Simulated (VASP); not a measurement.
# Tl (P6_3/mmc) in VASP: further runs

Tl is run at these levels: PBE; tasks: electric field gradients.

Program: VASP 6.6.1. These are calculated values, not measurements. Logs are shortened: lines on timing, memory, paths and dates and some standing lists are left out, and cuts for length are marked.

### Step 1. The cell of the first run

Symmetry: P6_3/mmc, No. 194, hexagonal system. The conventional cell has a = 3.450 Å, b = 3.450 Å, c = 5.570 Å, α = 90.00°, β = 90.00°, γ = 120.00°. Tl (site symmetry -6m2) has 12 Tl at 3.42 to 3.45 Å within 4.5 Å.

### Step 2. Electric field gradients, PBE (28.71 Å³/atom)

INCAR

```
  PREC = Accurate
  ENCUT = 520
  EDIFF = 1E-8
  ISMEAR = -1
  SIGMA = 0.05
  LREAL = False
  LASPH = True
  NELM = 100
  ALGO = Normal
  ISIF = 2
  LWAVE = False
  LCHARG = False
  GGA = PE
  LEFG = True
  NBANDS = 20
```

KPOINTS

```
Automatic mesh
0
Gamma
  11 11 6
```

POSCAR

```
Tl
1.0
    3.4500723807      0.0000000000      0.0000000000
   -1.7250361904      2.9878503266      0.0000000000
    0.0000000000      0.0000000000      5.5702474375
Tl
2
Direct
    0.3333333333      0.6666666667      0.2500000000
    0.6666666667      0.3333333333      0.7500000000
```

Potentials or basis: VASP PAW PBE potentials, release 64 (Tl_d).

Started as:

```bash
cat potpaw_PBE.64/Tl_d/POTCAR > POTCAR
mpirun -np 1 vasp_std > vasp.out
```

OUTCAR:

```text
PREC = Accurate
   ENCUT = 520
   EDIFF = 1E-8
   ISMEAR = -1
   LREAL = False
   LASPH = True
   NELM = 100
   ISIF = 2
   GGA = PE

 ion  position               nearest neighbor table
   1  0.333  0.667  0.250-   2 3.42   2 3.42   2 3.42   2 3.42   2 3.42   2 3.42
   2  0.667  0.333  0.750-   1 3.42   1 3.42   1 3.42   1 3.42   1 3.42   1 3.42

  LATTYP: Found a hexagonal cell.
 ALAT       =     3.4500723807
 C/A-ratio  =     1.6145306019

  Lattice vectors:

 A1 = (   3.4500723807,   0.0000000000,   0.0000000000)
 A2 = (  -1.7250361904,   2.9878503266,   0.0000000000)
 A3 = (   0.0000000000,   0.0000000000,   5.5702474375)

Analysis of symmetry for initial positions (statically):
=====================================================================
 Subroutine PRICEL returns:
 Original cell was already a primitive cell.

 Routine SETGRP: Setting up the symmetry group for a
 hexagonal supercell.

 Subroutine GETGRP returns: Found 24 space group operations
 (whereof 12 operations were pure point group operations)
 out of a pool of 24 trial point group operations.

The static configuration has the point symmetry D_3d.
 The point group associated with its full space group is D_6h.

Analysis of symmetry for dynamics (positions and initial velocities):
=====================================================================
 Subroutine PRICEL returns:
 Original cell was already a primitive cell.

 Routine SETGRP: Setting up the symmetry group for a
 hexagonal supercell.

 Subroutine GETGRP returns: Found 24 space group operations
 (whereof 12 operations were pure point group operations)
 out of a pool of 24 trial point group operations.

The dynamic configuration has the point symmetry D_3d.
 The point group associated with its full space group is D_6h.

 Subroutine INISYM returns: Found 24 space group operations
 (whereof 12 operations are pure point group operations),
 and found     1 'primitive' translations

----------------------------------------------------------------------------------------

                                     Primitive cell

  volume of cell :      57.4198

  direct lattice vectors                    reciprocal lattice vectors
[... 122 lines left out ...]
 NGX is ok and might be reduce to    28
   NGX = 13   NGY = 13   NGZ = 21

 number of electron      26.0000007 magnetization

 Free energy of the ion-electron system (eV)
  ---------------------------------------------------
  ext. energy  EPLUGINS =         0.00000000
  ---------------------------------------------------
  free energy    TOTEN  =        -4.41585653 eV

  energy without entropy =       -4.40735416  energy(sigma->0) =       -4.41160535

 E-fermi :   6.5121     XC(G=0): -10.1718

 val. band max:        6.5105225185   @ k =   0.3636   0.0000   0.0000
 cond. band min:       6.5431246887   @ k =   0.2727   0.1818   0.5000
 fundamental gap:      0.0326021702
 Fermi energy:         6.5121184368

 k-point     1 :       0.0000    0.0000    0.0000
  band No.  band energies     occupation
      1      -5.2704      2.00000
      2      -5.0557      2.00000
      3      -5.0279      2.00000
      4      -5.0279      2.00000
      5      -4.9769      2.00000
      6      -4.9769      2.00000
[... 541 lines left out ...]
     19      16.6836      0.00000
     20      17.5172      0.00000

 [... further k-points ...]

------------------------ aborting loop because EDIFF is reached ----------------------------------------

  FORCE on cell =-STRESS in cart. coord.  units (eV):
  Direction    XX          YY          ZZ          XY          YZ          ZX
  --------------------------------------------------------------------------------------
  -------------------------------------------------------------------------------------
  Total        1.0613518      1.0613518      0.9850876     -0.0000000     -0.0000000     -0.0000000
  in kB       29.6147739     29.6147739     27.4867822     -0.0000000     -0.0000000     -0.0000000
  external PRESSURE =      28.9054433 kB  Pullay stress =       0.0000000 kB

 VOLUME and BASIS-vectors are now :
 -----------------------------------------------------------------------------
  energy-cutoff  :      520.00
  volume of cell :       57.42
      direct lattice vectors                 reciprocal lattice vectors
     3.450072381  0.000000000  0.000000000     0.289848991  0.167344393  0.000000000
    -1.725036190  2.987850327  0.000000000     0.000000000  0.334688786  0.000000000
     0.000000000  0.000000000  5.570247437     0.000000000  0.000000000  0.179525239

 POSITION                                       TOTAL-FORCE (eV/Angst)
 -----------------------------------------------------------------------------------
     -0.00000      1.99190      1.39256         0.000000     -0.000000      0.000000
      1.72504      0.99595      4.17769        -0.000000      0.000000      0.000000
 -----------------------------------------------------------------------------------
    total drift:                               -0.000000      0.000000     -0.000000

  FREE ENERGIE OF THE ION-ELECTRON SYSTEM (eV)
  ---------------------------------------------------
  free  energy   TOTEN  =        -4.4158565284 eV

  energy  without entropy=       -4.4073541625  energy(sigma->0) =       -4.41160535

 Electric field gradients (V/A^2)
---------------------------------------------------------------------
 ion       V_xx      V_yy      V_zz      V_xy      V_xz      V_yz
---------------------------------------------------------------------
   1       6.299     6.299   -12.598    -0.000     0.000    -0.000
   2       6.299     6.299   -12.598    -0.000    -0.000     0.000
---------------------------------------------------------------------

 Electric field gradients after diagonalization (V/A^2)
 (convention: |V_zz| > |V_xx| > |V_yy|)
----------------------------------------------------------------------
 ion       V_xx      V_yy      V_zz     asymmetry (V_yy - V_xx)/ V_zz
----------------------------------------------------------------------
   1       6.299     6.299   -12.598       0.000
   2       6.299     6.299   -12.598       0.000
----------------------------------------------------------------------

           NMR quadrupolar parameters

 Cq : quadrupolar parameter    Cq=e*Q*V_zz/h
 eta: asymmetry parameters     (V_yy - V_xx)/ V_zz
 Q  : nuclear electric quadrupole moment in mb (millibarn)
----------------------------------------------------------------------
 ion       Cq(MHz)       eta       Q (mb)
----------------------------------------------------------------------
   1      -0.030       0.000       1.000
   2      -0.030       0.000       1.000
----------------------------------------------------------------------
```

stdout:

```text
POSCAR found type information on POSCAR Tl
 POSCAR found :  1 types and       2 ions
 scaLAPACK will be used
 LDA part: xc-table for (Slater+PW92), standard interpolation
 POSCAR, INCAR and KPOINTS ok, starting setup
 FFT: planning ... GRIDC
 FFT: planning ... GRID_SOFT
 FFT: planning ... GRID
 WAVECAR not read
 entering main loop
ion   1

ion   2
```

It took 38 s on 1 thread of Intel Xeon Platinum 8488C (Sapphire Rapids), shared host; peak memory 0.2 GiB.

What came out:

- Free energy: -4.4159 eV
- Pressure: 2.9 GPa
- Band gap on the k mesh: zero (bands 13 and 14 overlap by 5.51 eV)
- Largest electric field gradient by atom: Tl -12.6 V/Å²

Electric field gradients, principal values (V/Å²):
```
atom  least  middle  greatest (by size)
1 Tl  6.299   6.299             -12.598
2 Tl  6.299   6.299             -12.598
```

Caveat: without QUAD_EFG the Cq values of the log hold for a quadrupole moment of 1 mb, not for the nuclei; spin-orbit coupling is left out, which moves the levels of the heavy elements.

### Step 3. Electric field gradients, PBE (28.71 Å³/atom)

INCAR

```
SYSTEM = Tl
ALGO = Normal
EDIFF = 1E-8
ENCUT = 520
GGA = PE
ISIF = 2
ISMEAR = -1
LASPH = .TRUE.
LCHARG = .FALSE.
LEFG = .TRUE.
LREAL = .FALSE.
LWAVE = .FALSE.
NBANDS = 20
NELM = 80
PREC = Accurate
SIGMA = 0.05
```

KPOINTS

```
k-points
0
G
  11 11 6
  0 0 0
```

POSCAR is that of step 2.

Potentials or basis: VASP PAW PBE potentials, release 64 (Tl_d).

Started as:

```bash
cat potpaw_PBE.64/Tl_d/POTCAR > POTCAR
mpirun -np 1 vasp_std > vasp.out
```

OUTCAR:

```text
SYSTEM = Tl
   EDIFF = 1E-8
   ENCUT = 520
   GGA = PE
   ISIF = 2
   ISMEAR = -1
   LASPH = .TRUE.
   LREAL = .FALSE.
   NELM = 80
   PREC = Accurate

 ion  position               nearest neighbor table
   1  0.333  0.667  0.250-   2 3.42   2 3.42   2 3.42   2 3.42   2 3.42   2 3.42
   2  0.667  0.333  0.750-   1 3.42   1 3.42   1 3.42   1 3.42   1 3.42   1 3.42

  LATTYP: Found a hexagonal cell.
 ALAT       =     3.4500723807
 C/A-ratio  =     1.6145306019

  Lattice vectors:

 A1 = (   3.4500723807,   0.0000000000,   0.0000000000)
 A2 = (  -1.7250361904,   2.9878503266,   0.0000000000)
 A3 = (   0.0000000000,   0.0000000000,   5.5702474375)

Analysis of symmetry for initial positions (statically):
=====================================================================
 Subroutine PRICEL returns:
 Original cell was already a primitive cell.

 Routine SETGRP: Setting up the symmetry group for a
 hexagonal supercell.

 Subroutine GETGRP returns: Found 24 space group operations
 (whereof 12 operations were pure point group operations)
 out of a pool of 24 trial point group operations.

The static configuration has the point symmetry D_3d.
 The point group associated with its full space group is D_6h.

Analysis of symmetry for dynamics (positions and initial velocities):
=====================================================================
 Subroutine PRICEL returns:
 Original cell was already a primitive cell.

 Routine SETGRP: Setting up the symmetry group for a
 hexagonal supercell.

 Subroutine GETGRP returns: Found 24 space group operations
 (whereof 12 operations were pure point group operations)
[... 157 lines left out ...]

 k-point     1 :       0.0000    0.0000    0.0000
  band No.  band energies     occupation
      1      -5.2704      2.00000
      2      -5.0557      2.00000
      3      -5.0279      2.00000
      4      -5.0279      2.00000
      5      -4.9769      2.00000
      6      -4.9769      2.00000
[... 541 lines left out ...]
     19      16.6836      0.00000
     20      17.5172      0.00000

 [... further k-points ...]

------------------------ aborting loop because EDIFF is reached ----------------------------------------

  FORCE on cell =-STRESS in cart. coord.  units (eV):
  Direction    XX          YY          ZZ          XY          YZ          ZX
  --------------------------------------------------------------------------------------
  -------------------------------------------------------------------------------------
  Total        1.0613518      1.0613518      0.9850876     -0.0000000     -0.0000000     -0.0000000
  in kB       29.6147739     29.6147739     27.4867822     -0.0000000     -0.0000000     -0.0000000
  external PRESSURE =      28.9054433 kB  Pullay stress =       0.0000000 kB

 VOLUME and BASIS-vectors are now :
 -----------------------------------------------------------------------------
  energy-cutoff  :      520.00
  volume of cell :       57.42
      direct lattice vectors                 reciprocal lattice vectors
     3.450072381  0.000000000  0.000000000     0.289848991  0.167344393  0.000000000
    -1.725036190  2.987850327  0.000000000     0.000000000  0.334688786  0.000000000
     0.000000000  0.000000000  5.570247437     0.000000000  0.000000000  0.179525239

 POSITION                                       TOTAL-FORCE (eV/Angst)
 -----------------------------------------------------------------------------------
     -0.00000      1.99190      1.39256         0.000000     -0.000000      0.000000
      1.72504      0.99595      4.17769        -0.000000      0.000000      0.000000
 -----------------------------------------------------------------------------------
    total drift:                               -0.000000      0.000000     -0.000000

  FREE ENERGIE OF THE ION-ELECTRON SYSTEM (eV)
  ---------------------------------------------------
  free  energy   TOTEN  =        -4.4158565284 eV

  energy  without entropy=       -4.4073541625  energy(sigma->0) =       -4.41160535

 Electric field gradients (V/A^2)
---------------------------------------------------------------------
 ion       V_xx      V_yy      V_zz      V_xy      V_xz      V_yz
---------------------------------------------------------------------
   1       6.299     6.299   -12.598    -0.000     0.000    -0.000
   2       6.299     6.299   -12.598    -0.000    -0.000     0.000
---------------------------------------------------------------------

 Electric field gradients after diagonalization (V/A^2)
 (convention: |V_zz| > |V_xx| > |V_yy|)
----------------------------------------------------------------------
 ion       V_xx      V_yy      V_zz     asymmetry (V_yy - V_xx)/ V_zz
----------------------------------------------------------------------
   1       6.299     6.299   -12.598       0.000
   2       6.299     6.299   -12.598       0.000
----------------------------------------------------------------------

           NMR quadrupolar parameters

 Cq : quadrupolar parameter    Cq=e*Q*V_zz/h
 eta: asymmetry parameters     (V_yy - V_xx)/ V_zz
 Q  : nuclear electric quadrupole moment in mb (millibarn)
----------------------------------------------------------------------
 ion       Cq(MHz)       eta       Q (mb)
----------------------------------------------------------------------
   1      -0.030       0.000       1.000
   2      -0.030       0.000       1.000
----------------------------------------------------------------------
```

OSZICAR:

```text
N       E                     dE             d eps       ncg     rms          rms(c)
DAV:   1     0.131603471669E+03    0.13160E+03   -0.14275E+04  2568   0.123E+03
DAV:   2    -0.188731621228E+01   -0.13349E+03   -0.13073E+03  2808   0.277E+02
DAV:   3    -0.445381247161E+01   -0.25665E+01   -0.25577E+01  3012   0.337E+01
DAV:   4    -0.446900281860E+01   -0.15190E-01   -0.15190E-01  2692   0.285E+00
DAV:   5    -0.446921241948E+01   -0.20960E-03   -0.20960E-03  2892   0.331E-01    0.309E+00
DAV:   6    -0.442425790343E+01    0.44955E-01   -0.75983E-02  2696   0.214E+00    0.216E+00
DAV:   7    -0.441650456339E+01    0.77533E-02   -0.35094E-02  2812   0.145E+00    0.700E-01
DAV:   8    -0.441584413196E+01    0.66043E-03   -0.31767E-03  2716   0.418E-01    0.380E-02
DAV:   9    -0.441585097143E+01   -0.68395E-05   -0.22261E-05  2864   0.391E-02    0.150E-02
DAV:  10    -0.441585625398E+01   -0.52826E-05   -0.49230E-06  2804   0.177E-02    0.144E-03
DAV:  11    -0.441585650373E+01   -0.24974E-06   -0.37617E-07  2832   0.421E-03    0.800E-04
DAV:  12    -0.441585652227E+01   -0.18539E-07   -0.40106E-08  2668   0.164E-03    0.868E-05
DAV:  13    -0.441585652839E+01   -0.61214E-08   -0.38706E-10  1416   0.141E-04
   1 F= -.44158565E+01 E0= -.44116053E+01  d E =-.850237E-02
```

It took 38 s on 1 thread of Intel Xeon Platinum 8488C (Sapphire Rapids), shared host; peak memory 0.2 GiB.

Results:

```yaml
Free_energy: -4.4159 eV
Pressure: 2.9 GPa
Band_gap_on_the_k_mesh: zero (bands 13 and 14 overlap by 5.51 eV)
Largest_electric_field_gradient_by_atom: Tl -12.6 V/Å²
```

Stress tensor (GPa, compression positive):
```
2.96 0.00 0.00
0.00 2.96 0.00
0.00 0.00 2.75
```

Electric field gradients, principal values (V/Å²):
```tsv
atom	least	middle	greatest (by size)
1 Tl	6.299	6.299	-12.598
2 Tl	6.299	6.299	-12.598
```

Caveat: without QUAD_EFG the Cq values of the log hold for a quadrupole moment of 1 mb, not for the nuclei; spin-orbit coupling is left out, which moves the levels of the heavy elements.

[end of part 1 of 3]
